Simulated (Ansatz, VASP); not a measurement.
# Two plane-wave programs on Ce

File INCAR:

```
SYSTEM = Ce
ALGO = Normal ; EDIFF = 1E-7
EDIFFG = -0.01 ; ENCUT = 600
GGA = PE ; IBRION = 2
ISIF = 3 ; ISMEAR = -1
LASPH = .TRUE. ; LCHARG = .FALSE.
LREAL = .FALSE. ; LWAVE = .FALSE.
NELM = 60 ; NSW = 60
PREC = Accurate ; SIGMA = 0.1
```

KPOINTS

```
k-points
0
G
  6 6 4
  0 0 0
```

Contents of POSCAR:

```
Ce
1.0
    1.5470000000      3.0035000000      0.0000000000
    1.5470000000     -3.0035000000      0.0000000000
    0.0000000000      0.0000000000     -5.2460000000
Ce
2
Direct
    0.1050000000      0.8950000000      0.7500000000
    0.8950000000      0.1050000000      0.2500000000
```

Input for Ansatz:

```yaml
crystal:
  lattice:
    - [1.547, 3.0035, 0.0]
    - [1.547, -3.0035, 0.0]
    - [0.0, 0.0, -5.246]
  atoms:
    - { symbol: Ce, position: [0.105, 0.895, 0.75] }
    - { symbol: Ce, position: [0.895, 0.105, 0.25] }
  symmetry: { tolerance: 0.0003 }
kpoints:
  mp_grid: { grid: [6, 6, 4], shift: [0, 0, 0] }
magnetization:
  spin_polarized: false
scf:
  occupations: { method: fermi_dirac }
hamiltonian:
  pseudopotentials: { kind: paw }
  xc: pbe
basis:
  ecutwfc: 420
output:
  forces: true
  stress: true
  eigenvalues: true
  write_density: true
  write_potential: true
  elf: true
  volumetric_format: npy
relax:
  max_steps: 40
  cell: {}
```

Alike in both runs: task relaxation of cell and atoms; functional PBE; k mesh 6 × 6 × 4; no spin polarisation.

|  | VASP | Ansatz |
| --- | --- | --- |
| version | VASP 6.6.1 | Ansatz 0.2.0 |
| potentials or method | VASP PAW PBE potentials, release 64 (Ce), cutoff 600 eV | PAW plane waves |
| occupations | fermi-dirac, width 0.1 eV | fermi-dirac |
| valence electrons in the cell | 24 | 24 |

|  | VASP | Ansatz | Ansatz less VASP |
| --- | --- | --- | --- |
| gap on the k mesh at the Fermi level, each at its own relaxed structure (eV) | none | none | - |
| relaxed volume (Å³/atom) | 26.59 | 26.61 | +0.023 |
| relaxed cell length with the largest relative difference (Å) | 5.289 | 5.286 | -0.0028 |

A gap of «none» marks a metal or a gap that the smearing closes.

The k mesh is coarse, so the values compare programs but aren't converged. Spin-orbit coupling is off throughout.
